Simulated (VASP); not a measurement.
Here is a VASP 6.6.1 calculation.

File POSCAR:

```
P
1.0
    0.0000000000      1.9921998360      1.9921998360
    1.9921998360      0.0000000000      1.9921998360
    1.9921998360      1.9921998360      0.0000000000
P
1
Direct
    0.0000000000      0.0000000000      0.0000000000
```

File INCAR.step1:

```
SYSTEM = P
PREC     = Accurate       ! precision mode
ENCUT    = 520            ! plane-wave cutoff, eV
ISMEAR   = -1             ! smearing method
SIGMA    = 0.1            ! smearing width, eV
LREAL    = .False.        ! projectors in reciprocal space
LASPH    = .True.         ! aspherical terms in the spheres
NELM     = 80             ! most SCF steps
NBANDS   = 8              ! bands
GGA      = PE             ! functional
ALGO     = Normal         ! electronic algorithm
EDIFF    = 1E-4           ! SCF threshold, eV
LWAVE    = .True.         ! write WAVECAR
LCHARG   = .False.        ! write CHGCAR
```

The input INCAR.step2:

```
SYSTEM = P
PREC     = Accurate       ! precision mode
ENCUT    = 520            ! plane-wave cutoff, eV
EDIFF    = 1E-6           ! SCF threshold, eV
ISMEAR   = -1             ! smearing method
SIGMA    = 0.1            ! smearing width, eV
LREAL    = .False.        ! projectors in reciprocal space
LASPH    = .True.         ! aspherical terms in the spheres
NELM     = 80             ! most SCF steps
ALGO     = Normal         ! electronic algorithm
ISIF     = 2              ! what is computed and relaxed
LWAVE    = .False.        ! write WAVECAR
LCHARG   = .False.        ! write CHGCAR
METAGGA  = R2SCAN         ! meta-GGA
LMIXTAU  = .True.       
NBANDS   = 8              ! bands
ISTART   = 1
```

Contents of KPOINTS:

```
Automatic mesh
0
Gamma
  16 16 16
  0 0 0
```

Potentials or basis: VASP PAW PBE potentials, release 64 (P).

Command:

```sh
$ cat potpaw_PBE.64/P/POTCAR > POTCAR
$ cp INCAR.step1 INCAR
$ mpirun -np 1 vasp_std > vasp.out
$ cp INCAR.step2 INCAR
$ mpirun -np 1 vasp_std > vasp.out
```

(1) What does it give for the pressure?

## Answers

(1) -5.9 GPa.

Caveat: the PAW data sets were made with another functional, which shifts forces and pressure a little.
